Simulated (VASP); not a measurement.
# TaN (P-62m) in VASP: notebook, part 2 of 2

VASP 6.6.1. Earlier steps stand in the parts before.

## Step 3: Single point, r2SCAN

This run uses another cell than the first one, of 11.36 Å³/atom, 1.081 times its volume.

POSCAR

```
TaN
1.0
    5.1996298244      0.0000000000      0.0000000000
   -2.5998149122      4.5030115183      0.0000000000
    0.0000000000      0.0000000000      2.9103592738
Ta N
3 3
Direct
    0.3333333333      0.6666666667      0.5000000000
    0.6666666667      0.3333333333      0.5000000000
    0.0000000000      0.0000000000      0.0000000000
    0.3924063645      0.0000000000      0.0000000000
    0.6075936355      0.6075936355      0.0000000000
    0.0000000000      0.3924063645      0.0000000000
```

INCAR.step1

```
SYSTEM = TaN
PREC = Accurate
ENCUT = 520
ISMEAR = 0
SIGMA = 0.15
LREAL = .False.
LASPH = .True.
NELM = 100
NBANDS = 33
GGA = PE
ALGO = Normal
EDIFF = 1E-4
LWAVE = .True.
LCHARG = .False.
```

INCAR.step2

```
SYSTEM = TaN
PREC = Accurate
ENCUT = 520
EDIFF = 1E-6
ISMEAR = 0
SIGMA = 0.15
LREAL = .False.
LASPH = .True.
NELM = 100
ALGO = Normal
ISIF = 2
LWAVE = .False.
LCHARG = .False.
METAGGA = R2SCAN
LMIXTAU = .True.
NBANDS = 33
ISTART = 1
```

KPOINTS

```
Automatic mesh
0
Gamma
  12 12 18
  0 0 0
```

Potentials or basis: VASP PAW PBE potentials, release 64 (Ta_pv, N).

On the command line:

```bash
$ cat potpaw_PBE.64/Ta_pv/POTCAR potpaw_PBE.64/N/POTCAR > POTCAR
$ cp INCAR.step1 INCAR
$ mpirun -np 1 vasp_std > vasp.out
$ cp INCAR.step2 INCAR
$ mpirun -np 1 vasp_std > vasp.out
```

OUTCAR:

```text
SYSTEM = TaN
   PREC = Accurate
   ENCUT = 520
   EDIFF = 1E-6
   ISMEAR = 0
   LREAL = .False.
   LASPH = .True.
   NELM = 100
   ISIF = 2
   METAGGA = R2SCAN
   ISTART = 1

 ion  position               nearest neighbor table
   1  0.333  0.667  0.500-   4 2.16   4 2.16   6 2.16   6 2.16   5 2.16   5 2.16   2 3.00   2 3.00
                             2 3.00   3 3.34   3 3.34   3 3.34   3 3.34   3 3.34   3 3.34
   2  0.667  0.333  0.500-   6 2.16   6 2.16   4 2.16   4 2.16   5 2.16   5 2.16   1 3.00   1 3.00
                             1 3.00   3 3.34   3 3.34   3 3.34   3 3.34   3 3.34   3 3.34
   3  0.000  0.000  0.000-   4 2.04   5 2.04   6 2.04   2 3.34   1 3.34   1 3.34   2 3.34   2 3.34
                             2 3.34   1 3.34   1 3.34   2 3.34   2 3.34   1 3.34   1 3.34
   4  0.392  0.000  0.000-   3 2.04   1 2.16   1 2.16   2 2.16   2 2.16
   5  0.608  0.608  0.000-   3 2.04   1 2.16   1 2.16   2 2.16   2 2.16
   6  0.000  0.392  0.000-   3 2.04   2 2.16   2 2.16   1 2.16   1 2.16

  LATTYP: Found a hexagonal cell.
 ALAT       =     5.1996298244
 C/A-ratio  =     0.5597243212

  Lattice vectors:

 A1 = (   5.1996298244,   0.0000000000,   0.0000000000)
 A2 = (  -2.5998149122,   4.5030115183,   0.0000000000)
 A3 = (   0.0000000000,   0.0000000000,   2.9103592738)

Analysis of symmetry for initial positions (statically):
=====================================================================
 Subroutine PRICEL returns:
 Original cell was already a primitive cell.

 Routine SETGRP: Setting up the symmetry group for a
 hexagonal supercell.

 Subroutine GETGRP returns: Found 12 space group operations
 (whereof 12 operations were pure point group operations)
 out of a pool of 24 trial point group operations.

The static configuration has the point symmetry D_3h.

Analysis of symmetry for dynamics (positions and initial velocities):
=====================================================================
 Subroutine PRICEL returns:
[... 134 lines left out ...]
   IALGO  =     38    algorithm
   IMIX   =      4    mixing-type and parameters
     AMIX     =   0.40;   BMIX     =  1.00
     AMIX_MAG =   1.60;   BMIX_MAG =  1.00
  volume/ion in A,a.u.               =      11.36        76.64
  Fermi-wavevector in a.u.,A,eV,Ry     =   1.456625  2.752623 28.868264  2.121758
  Thomas-Fermi vector in A             =   2.573522
   LORBIT       =      0    0 simple, 1 ext, 2 COOP (PROOUT), +10 PAW based schemes
   METAGGA = R2SCAN    functional components
   LHFCALC =     F    Hartree Fock is set to
   AEXX    =    0.0000 exact exchange contribution
   IVDW    =     0    specifies the selected vdW correction
   LEPSILON=     F    determine dielectric tensor
   LRPA    =     F    only Hartree local field effects (RPA)
 non-spin polarized calculation
 Gauss-broadening in eV      SIGMA  =   0.15
  energy-cutoff  :      520.00
  volume of cell :       68.14
 maximum number of plane-waves:      1858
 NGX is ok and might be reduce to    40
   NGX = 19   NGY = 19   NGZ = 11

 number of electron      48.0000001 magnetization

 Free energy of the ion-electron system (eV)
  ---------------------------------------------------
  ext. energy  EPLUGINS =         0.00000000
  ---------------------------------------------------
  free energy    TOTEN  =      -181.31361802 eV

  energy without entropy =     -181.30721598  energy(sigma->0) =     -181.31041700

 E-fermi :   8.3619     XC(G=0): -13.9791

 val. band max:        8.3538086147   @ k =   0.2500  -0.0000   0.3889
 cond. band min:       8.3739723968   @ k =   0.0833   0.0000   0.3333
 fundamental gap:      0.0201637820
 Fermi energy:         8.3618986706

 k-point     1 :       0.0000    0.0000    0.0000
  band No.  band energies     occupation
      1     -29.2836      2.00000
      2     -29.2836      2.00000
      3     -28.9150      2.00000
      4     -28.9150      2.00000
      5     -28.7313      2.00000
      6     -28.6204      2.00000
[... 853 lines left out ...]
     32      12.2584      0.00000
     33      12.4435      0.00000

 [... further k-points ...]
[... 5 lines left out ...]
  --------------------------------------------------------------------------------------
  -------------------------------------------------------------------------------------
  Total        0.7383562      0.7383562      0.5533049      0.0000000     -0.0000000      0.0000000
  in kB       17.3601884     17.3601884     13.0092717      0.0000000     -0.0000000      0.0000000
  external PRESSURE =      15.9098828 kB  Pullay stress =       0.0000000 kB

 VOLUME and BASIS-vectors are now :
 -----------------------------------------------------------------------------
  energy-cutoff  :      520.00
  volume of cell :       68.14
      direct lattice vectors                 reciprocal lattice vectors
     5.199629824  0.000000000  0.000000000     0.192321383  0.111036802  0.000000000
    -2.599814912  4.503011518  0.000000000     0.000000000  0.222073605  0.000000000
     0.000000000  0.000000000  2.910359274     0.000000000  0.000000000  0.343600190

 POSITION                                       TOTAL-FORCE (eV/Angst)
 -----------------------------------------------------------------------------------
     -0.00000      3.00201      1.45518         0.000000      0.000000      0.000000
      2.59981      1.50100      1.45518         0.000000      0.000000      0.000000
      0.00000      0.00000      0.00000         0.000000      0.000000      0.000000
      2.04037      0.00000      0.00000         0.001654      0.000000     -0.000000
      1.57963      2.73600      0.00000        -0.000827     -0.001432     -0.000000
     -1.02018      1.76701      0.00000        -0.000827      0.001432      0.000000
 -----------------------------------------------------------------------------------
    total drift:                                0.000003      0.000004      0.000000

  FREE ENERGIE OF THE ION-ELECTRON SYSTEM (eV)
  ---------------------------------------------------
  free  energy   TOTEN  =      -181.3136180175 eV

  energy  without entropy=     -181.3072159756  energy(sigma->0) =     -181.31041700
```

OSZICAR.step1:

```text
N       E                     dE             d eps       ncg     rms          rms(c)
DAV:   1     0.445272366764E+03    0.44527E+03   -0.25886E+04 12556   0.152E+03
DAV:   2    -0.480283069980E+02   -0.49330E+03   -0.46987E+03 14382   0.448E+02
DAV:   3    -0.767780493637E+02   -0.28750E+02   -0.28292E+02 15151   0.105E+02
DAV:   4    -0.773662210586E+02   -0.58817E+00   -0.58334E+00 15772   0.147E+01
DAV:   5    -0.773806085330E+02   -0.14387E-01   -0.14368E-01 15877   0.182E+00    0.435E+01
DAV:   6    -0.677148946803E+02    0.96657E+01   -0.48805E+01 16027   0.375E+01    0.181E+01
DAV:   7    -0.675527122948E+02    0.16218E+00   -0.23196E+00 15527   0.830E+00    0.107E+01
DAV:   8    -0.675027755744E+02    0.49937E-01   -0.40106E-01 15382   0.376E+00    0.112E+00
DAV:   9    -0.674840601776E+02    0.18715E-01   -0.50664E-02 15857   0.153E+00    0.384E-01
DAV:  10    -0.674835382689E+02    0.52191E-03   -0.13024E-02 15385   0.567E-01    0.199E-01
DAV:  11    -0.674834227141E+02    0.11555E-03   -0.26067E-03 15943   0.311E-01    0.504E-02
DAV:  12    -0.674833692106E+02    0.53503E-04   -0.25202E-04 11649   0.941E-02
   1 F= -.67483369E+02 E0= -.67479914E+02  d E =-.691135E-02
```

Run time: 13 min. Hardware: 1 thread of Intel Xeon 6975P-C (Granite Rapids), shared host; peak memory 0.44 GiB.

Results:

```
Free energy            : -181.3136 eV
Pressure               : 1.6 GPa
Band gap on the k mesh : zero (band 24 reaches 10.31 eV, above the bottom of band 25 at 6.93 eV)
```

Stress tensor (GPa, compression positive):
```
1.74 0.00 0.00
0.00 1.74 0.00
0.00 0.00 1.30
```

Caveat: the PAW data sets were made with another functional, which shifts forces and pressure a little; spin-orbit coupling is left out, which moves the levels of the heavy elements.
